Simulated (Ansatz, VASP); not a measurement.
## Cu3B: VASP beside Ansatz

```
Cu B
1.0
     2.59615    0.00000    0.00000
    -1.29807    2.24833    0.00000
     0.00000    0.00000    7.26350
Cu B
3 1
Direct
  0.66667 0.33333 0.50000
  0.33333 0.66667 0.20644
  0.33333 0.66667 0.79356
  0.66667 0.33333 0.00000
```

Change from the starting cell: species swapped into the GaAg3 type (P-6m2, No. 187).

Alike in both runs: functional PBE; k mesh 18 × 18 × 6; occupations gaussian, width 0.1 eV; no spin polarisation.

Ansatz relaxed the structure, and its values are those at the end. VASP's run is a single point on that final structure, the one shown.

|  | VASP | Ansatz |
| --- | --- | --- |
| version | VASP 6.6.1 | Ansatz 0.2.0 |
| potentials or method | VASP PAW PBE potentials, release 64 (Cu_sv_GW, B), cutoff 820 eV | scalar-relativistic, plane waves, PAW |
| valence electrons in the cell | 60 | 60 |

Ansatz gave:

| Item | Value |
| --- | --- |
| gap on the k mesh at the Fermi level (eV) | none |
| pressure (GPa) | 0.0 |
| rms of the force components (eV/Å) | 0.001 |

Q: Which values does VASP return?

A: gap on the k mesh at the Fermi level (eV): none; pressure (GPa): -1.5; rms of the force components (eV/Å): 0.005.

A gap of «none» marks a metal or a gap that the smearing closes. With one functional, cell and mesh, what is left measures potentials, basis and numerics.
